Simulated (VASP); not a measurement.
# AlIn2N3 (Cmc2_1) in VASP: notebook

Runs on AlIn2N3. Level: PBEsol. Tasks: single point.

Everything below comes from runs of VASP 6.6.1. Logs are shortened: lines on timing, memory, paths and dates and some standing lists are left out, and cuts for length are marked.

### Step 1. The cell of the first run

It takes space group Cmc2_1 (No. 36, orthorhombic). The conventional cell has a = 10.109 Å, b = 5.816 Å, c = 5.398 Å, α = 90.00°, β = 90.00°, γ = 90.00°. Al (site symmetry m) has 4 N at 1.88 to 1.89 Å within 2.5 Å. Within 2.8 Å of In (site symmetry 1) lie 4 N at 2.14 to 2.15 Å. N (site symmetry 1) has 1 Al at 1.88 Å and 3 In at 2.14 to 2.15 Å within 2.5 Å. Within 2.5 Å of N (site symmetry m) lie 2 Al at 1.88 to 1.89 Å and 2 In at 2.14 Å.

### Step 2. Single point, PBEsol

Contents of INCAR:

```
SYSTEM = AlIn2N3
PREC = Accurate
ENCUT = 520
EDIFF = 1E-6
ISMEAR = 0
SIGMA = 0.02
LREAL = .False.
LASPH = .True.
NELM = 80
ALGO = Normal
ISIF = 2
LWAVE = .False.
LCHARG = .False.
GGA = PS
NBANDS = 56
```

Contents of KPOINTS:

```
Automatic mesh
0
Gamma
  6 6 6
  0 0 0
```

Contents of POSCAR:

```
AlIn2N3
1.0
    5.0546547722     -2.9080530235      0.0000000000
    5.0546547722      2.9080530235      0.0000000000
    0.0000000000      0.0000000000      5.3980085157
Al In N
2 4 6
Direct
    0.3404409391      0.6595590609      0.9892276905
    0.6595590609      0.3404409391      0.4892276905
    0.9878943480      0.3359159256      0.9870656128
    0.6640840744      0.0121056520      0.9870656128
    0.0121056520      0.6640840744      0.4870656128
    0.3359159256      0.9878943480      0.4870656128
    0.9708295673      0.3324597793      0.3851655105
    0.6675402207      0.0291704327      0.3851655105
    0.0291704327      0.6675402207      0.8851655105
    0.3324597793      0.9708295673      0.8851655105
    0.3675738404      0.6324261596      0.3383100631
    0.6324261596      0.3675738404      0.8383100631
```

Potentials or basis: VASP PAW PBE potentials, release 64 (Al, In_d, N).

Launch:

```sh
$ cat potpaw_PBE.64/Al/POTCAR potpaw_PBE.64/In_d/POTCAR potpaw_PBE.64/N/POTCAR > POTCAR
$ mpirun -np 1 vasp_std > vasp.out
```

OUTCAR:

```text
SYSTEM = AlIn2N3
   PREC = Accurate
   ENCUT = 520
   EDIFF = 1E-6
   ISMEAR = 0
   LREAL = .False.
   LASPH = .True.
   NELM = 80
   ISIF = 2
   GGA = PS

 ion  position               nearest neighbor table
   1  0.340  0.660  0.989-   9 1.88  10 1.88  12 1.88  11 1.89   3 3.26   4 3.26   2 3.28   2 3.28
                             5 3.29   6 3.29   6 3.31   5 3.31   3 3.41   4 3.41   4 3.42   3 3.42
   2  0.660  0.340  0.489-   7 1.88   8 1.88  11 1.88  12 1.89   6 3.26   5 3.26   1 3.28   1 3.28
                             3 3.29   4 3.29   4 3.31   3 3.31   5 3.41   6 3.41   6 3.42   5 3.42
   3  0.988  0.336  0.987-   9 2.14  10 2.14  12 2.14   7 2.15   1 3.26   4 3.27   2 3.29   2 3.31
                             5 3.35   5 3.35   6 3.37   6 3.37   4 3.41   4 3.41   1 3.41   1 3.42
   4  0.664  0.012  0.987-  10 2.14   9 2.14  12 2.14   8 2.15   1 3.26   3 3.27   2 3.29   2 3.31
                             6 3.35   6 3.35   5 3.37   5 3.37   3 3.41   3 3.41   1 3.41   1 3.42
   5  0.012  0.664  0.487-   7 2.14   8 2.14  11 2.14   9 2.15   2 3.26   6 3.27   1 3.29   1 3.31
                             3 3.35   3 3.35   4 3.37   4 3.37   6 3.41   6 3.41   2 3.41   2 3.42
   6  0.336  0.988  0.487-   8 2.14   7 2.14  11 2.14  10 2.15   2 3.26   5 3.27   1 3.29   1 3.31
                             4 3.35   4 3.35   3 3.37   3 3.37   5 3.41   5 3.41   2 3.41   2 3.42
   7  0.971  0.332  0.385-   2 1.88   5 2.14   6 2.14   3 2.15
   8  0.668  0.029  0.385-   2 1.88   6 2.14   5 2.14   4 2.15
   9  0.029  0.668  0.885-   1 1.88   3 2.14   4 2.14   5 2.15
  10  0.332  0.971  0.885-   1 1.88   4 2.14   3 2.14   6 2.15
  11  0.368  0.632  0.338-   2 1.88   1 1.89   5 2.14   6 2.14
  12  0.632  0.368  0.838-   1 1.88   2 1.89   3 2.14   4 2.14

  LATTYP: Found a base centered orthorhombic cell.
 ALAT       =     5.8161060470
 B/A-ratio  =     1.7381577060
 C/A-ratio  =     0.9281138398

  Lattice vectors:

 A1 = (  -5.0546547722,  -2.9080530235,   0.0000000000)
 A2 = (   5.0546547722,  -2.9080530235,   0.0000000000)
 A3 = (   0.0000000000,   0.0000000000,   5.3980085157)

Analysis of symmetry for initial positions (statically):
=====================================================================
 Subroutine PRICEL returns:
 Original cell was already a primitive cell.

 Routine SETGRP: Setting up the symmetry group for a
 base centered orthorhombic supercell.

 Subroutine GETGRP returns: Found  4 space group operations
 (whereof  2 operations were pure point group operations)
 out of a pool of  8 trial point group operations.

The static configuration has the point symmetry C_1h.
 The point group associated with its full space group is C_2v.

Analysis of symmetry for dynamics (positions and initial velocities):
=====================================================================
 Subroutine PRICEL returns:
 Original cell was already a primitive cell.
[... 149 lines left out ...]
     AMIX_MAG =   1.60;   BMIX_MAG =  1.00
  volume/ion in A,a.u.               =      13.22        89.24
  Fermi-wavevector in a.u.,A,eV,Ry     =   1.344982  2.541648 24.612634  1.808978
  Thomas-Fermi vector in A             =   2.472932
   LORBIT       =      0    0 simple, 1 ext, 2 COOP (PROOUT), +10 PAW based schemes
   GGA     = PS    functional components
   LHFCALC =     F    Hartree Fock is set to
   AEXX    =    0.0000 exact exchange contribution
   IVDW    =     0    specifies the selected vdW correction
   LEPSILON=     F    determine dielectric tensor
   LRPA    =     F    only Hartree local field effects (RPA)
 non-spin polarized calculation
 Gauss-broadening in eV      SIGMA  =   0.02
  energy-cutoff  :      520.00
  volume of cell :      158.69
 maximum number of plane-waves:      4296
 NGX is ok and might be reduce to    48
   NGX = 21   NGY = 21   NGZ = 21

 number of electron      87.9999997 magnetization

 Free energy of the ion-electron system (eV)
  ---------------------------------------------------
  ext. energy  EPLUGINS =         0.00000000
  ---------------------------------------------------
  free energy    TOTEN  =       -77.45104687 eV

  energy without entropy =      -77.45104687  energy(sigma->0) =      -77.45104687

 E-fermi :   6.7875     XC(G=0): -11.2293

 val. band max:        6.6326588891   @ k =   0.0000   0.0000   0.0000
 cond. band min:       7.6894897850   @ k =   0.0000   0.0000   0.0000
 fundamental gap:      1.0568308959
 Fermi energy:         6.7875353031

 k-point     1 :       0.0000    0.0000    0.0000
  band No.  band energies     occupation
      1      -8.2075      2.00000
      2      -8.0109      2.00000
      3      -7.8059      2.00000
      4      -7.7974      2.00000
      5      -7.6262      2.00000
      6      -7.4427      2.00000
[... 1405 lines left out ...]
     55      15.0564      0.00000
     56      15.3626      0.00000

 [... further k-points ...]

------------------------ aborting loop because EDIFF is reached ----------------------------------------

  FORCE on cell =-STRESS in cart. coord.  units (eV):
  Direction    XX          YY          ZZ          XY          YZ          ZX
  --------------------------------------------------------------------------------------
  -------------------------------------------------------------------------------------
  Total        4.0832255      4.0928903      4.0912680      0.0000000      0.0000000      0.0000000
  in kB       41.2246114     41.3221878     41.3058084      0.0000000      0.0000000      0.0000000
  external PRESSURE =      41.2842025 kB  Pullay stress =       0.0000000 kB

 VOLUME and BASIS-vectors are now :
 -----------------------------------------------------------------------------
  energy-cutoff  :      520.00
  volume of cell :      158.69
      direct lattice vectors                 reciprocal lattice vectors
     5.054654772 -2.908053023  0.000000000     0.098918724 -0.171936342  0.000000000
     5.054654772  2.908053023  0.000000000     0.098918724  0.171936342  0.000000000
     0.000000000  0.000000000  5.398008516     0.000000000  0.000000000  0.185253505

 POSITION                                       TOTAL-FORCE (eV/Angst)
 -----------------------------------------------------------------------------------
      5.05465      0.92801      5.33986         0.000000      0.000495      0.004642
      5.05465     -0.92801      2.64086         0.000000     -0.000495      0.004642
      6.69140     -1.89599      5.32819         0.001009     -0.000931     -0.004381
      3.41791     -1.89599      5.32819        -0.001009     -0.000931     -0.004381
      3.41791      1.89599      2.62918        -0.001009      0.000931     -0.004381
      6.69140      1.89599      2.62918         0.001009      0.000931     -0.004381
      6.58768     -1.85641      2.07913        -0.016121      0.010360      0.010812
      3.52163     -1.85641      2.07913         0.016121      0.010360      0.010812
      3.52163      1.85641      4.77813         0.016121     -0.010360      0.010812
      6.58768      1.85641      4.77813        -0.016121     -0.010360      0.010812
      5.05465      0.77020      1.82620         0.000000     -0.018163     -0.017504
      5.05465     -0.77020      4.52520         0.000000      0.018163     -0.017504
 -----------------------------------------------------------------------------------
    total drift:                               -0.000000     -0.000000     -0.001152

  FREE ENERGIE OF THE ION-ELECTRON SYSTEM (eV)
  ---------------------------------------------------
  free  energy   TOTEN  =       -77.4510468652 eV

  energy  without entropy=      -77.4510468652  energy(sigma->0) =      -77.45104687
```

OSZICAR:

```text
N       E                     dE             d eps       ncg     rms          rms(c)
DAV:   1     0.108244946168E+04    0.10824E+04   -0.39705E+04  5928   0.205E+03
DAV:   2     0.132902577594E+03   -0.94955E+03   -0.90407E+03  5984   0.570E+02
DAV:   3    -0.725186201473E+02   -0.20542E+03   -0.19845E+03  6784   0.238E+02
DAV:   4    -0.909487245133E+02   -0.18430E+02   -0.18283E+02  7976   0.746E+01
DAV:   5    -0.913023309553E+02   -0.35361E+00   -0.35299E+00  7608   0.117E+01    0.242E+01
DAV:   6    -0.772013619691E+02    0.14101E+02   -0.47835E+01  9352   0.663E+01    0.203E+01
DAV:   7    -0.776368899364E+02   -0.43553E+00   -0.71401E+00  6688   0.127E+01    0.553E+00
DAV:   8    -0.775081890838E+02    0.12870E+00   -0.53300E-01  9216   0.550E+00    0.404E+00
DAV:   9    -0.774534607524E+02    0.54728E-01   -0.11187E-01  9416   0.386E+00    0.675E-01
DAV:  10    -0.774506437500E+02    0.28170E-02   -0.19369E-02  8888   0.142E+00    0.466E-01
DAV:  11    -0.774508559386E+02   -0.21219E-03   -0.50138E-03  9136   0.413E-01    0.300E-01
DAV:  12    -0.774510172330E+02   -0.16129E-03   -0.54316E-04  8824   0.151E-01    0.141E-01
DAV:  13    -0.774510462438E+02   -0.29011E-04   -0.14353E-04  8360   0.125E-01    0.470E-02
DAV:  14    -0.774510465350E+02   -0.29114E-06   -0.28610E-05  8088   0.318E-02    0.330E-02
DAV:  15    -0.774510468652E+02   -0.33025E-06   -0.70259E-06  6448   0.139E-02
   1 F= -.77451047E+02 E0= -.77451047E+02  d E =-.472899E-30
```

stdout:

```text
POSCAR found type information on POSCAR AlInN
 POSCAR found :  3 types and      12 ions
 scaLAPACK will be used
 -----------------------------------------------------------------------------
|                                                                             |
|                                                                             |
|     You enforced a specific xc type in the INCAR file but a different       |
|     I HOPE YOU KNOW WHAT YOU ARE DOING!                                     |
|                                                                             |
 -----------------------------------------------------------------------------

 LDA part: xc-table for (Slater+PW92), standard interpolation
 POSCAR, INCAR and KPOINTS ok, starting setup
 FFT: planning ... GRIDC
 FFT: planning ... GRID_SOFT
 FFT: planning ... GRID
 WAVECAR not read
 entering main loop
```

Run time: 5.7 min. Hardware: 1 thread of Intel Xeon Platinum 8488C (Sapphire Rapids), shared host; peak memory 0.52 GiB.

Results:

```
Free energy            : -77.4510 eV
Pressure               : 4.1 GPa
Largest force          : 0.025 eV/Å
Band gap on the k mesh : 1.06 eV
```

Forces in eV/Å, atoms in the order of the input:
```
Al   0.000  0.000  0.005
Al   0.000  0.000  0.005
In   0.001 -0.001 -0.004
In  -0.001 -0.001 -0.004
In  -0.001  0.001 -0.004
In   0.001  0.001 -0.004
N   -0.016  0.010  0.011
N    0.016  0.010  0.011
N    0.016 -0.010  0.011
N   -0.016 -0.010  0.011
N    0.000 -0.018 -0.018
N    0.000  0.018 -0.018
```

Caveat: the cell stands under pressure; the PAW data sets were made with another functional, which shifts forces and pressure a little; spin-orbit coupling is left out, which moves the levels of the heavy elements.

### Step 3. Single point, PBEsol

This run uses another cell than the first one, of 13.55 Å³/atom.

Contents of INCAR:

```
SYSTEM = AlIn2N3
ALGO = Normal
EDIFF = 1E-7
ENCUT = 520
GGA = PS
ISIF = 2
ISMEAR = 0
LASPH = .TRUE.
LCHARG = .FALSE.
LREAL = .FALSE.
LWAVE = .FALSE.
NBANDS = 56
NELM = 100
PREC = Accurate
SIGMA = 0.02
```

Contents of KPOINTS:

```
k-points
0
G
  6 6 6
  0 0 0
```

Contents of POSCAR:

```
AlIn2N3
1.0
    5.0935041013     -2.9313073006      0.0000000000
    5.0935041013      2.9313073006      0.0000000000
    0.0000000000      0.0000000000      5.4450163388
Al In N
2 4 6
Direct
    0.3407110228      0.6592889772      0.9892706515
    0.6592889772      0.3407110228      0.4892706515
    0.9884507748      0.3355278297      0.9872690533
    0.6644721703      0.0115492252      0.9872690533
    0.0115492252      0.6644721703      0.4872690533
    0.3355278297      0.9884507748      0.4872690533
    0.9705347955      0.3327672719      0.3848498718
    0.6672327281      0.0294652045      0.3848498718
    0.0294652045      0.6672327281      0.8848498718
    0.3327672719      0.9705347955      0.8848498718
    0.3671604714      0.6328395286      0.3384914983
    0.6328395286      0.3671604714      0.8384914983
```

Potentials or basis: VASP PAW PBE potentials, release 64 (Al, In_d, N).

Launch:

```sh
$ cat potpaw_PBE.64/Al/POTCAR potpaw_PBE.64/In_d/POTCAR potpaw_PBE.64/N/POTCAR > POTCAR
$ mpirun -np 1 vasp_std > vasp.out
```

Run time: 9.8 min. Hardware: 1 thread of Intel Xeon Platinum 8259CL at 2.50GHz (Skylake/Cascade Lake), shared host; peak memory 0.52 GiB.

It converged, with:

```
Free energy            : -77.5048 eV
Pressure               : 0.1 GPa
Largest force          : 0.026 eV/Å
Band gap on the k mesh : 0.95 eV
```

Forces in eV/Å, atoms in the order of the input:
```
Al   0.000  0.002  0.001
Al   0.000 -0.002  0.001
In   0.001  0.000 -0.003
In  -0.001  0.000 -0.003
In  -0.001  0.000 -0.003
In   0.001  0.000 -0.003
N   -0.020  0.012  0.010
N    0.020  0.012  0.010
N    0.020 -0.012  0.010
N   -0.020 -0.012  0.010
N    0.000 -0.019 -0.015
N    0.000  0.019 -0.015
```

Levels at points of the mesh, in eV from the valence-band top:
```
           k point  band 41  band 42  band 43  band 44  band 45  band 46  band 47  band 48
(0.00, 0.00, 0.00)    -0.63    -0.06    -0.02     0.00     0.95     3.54     4.90     5.21
(0.50, 0.00, 0.00)    -0.78    -0.67    -0.65    -0.45     3.63     3.69     4.76     4.86
(0.50, 0.50, 0.00)    -0.81    -0.76    -0.53    -0.41     3.62     3.73     4.35     5.23
(0.00, 0.00, 0.50)    -0.34    -0.34    -0.26    -0.26     3.24     3.24     5.97     5.97
(0.50, 0.00, 0.50)    -1.03    -1.03    -0.96    -0.96     3.95     3.95     4.48     4.48
(0.50, 0.50, 0.50)    -1.07    -1.07    -0.78    -0.78     4.00     4.00     4.56     4.56
```

Caveat: the PAW data sets were made with another functional, which shifts forces and pressure a little; spin-orbit coupling is left out, which moves the levels of the heavy elements.

(Continued in part 2 of 2.)
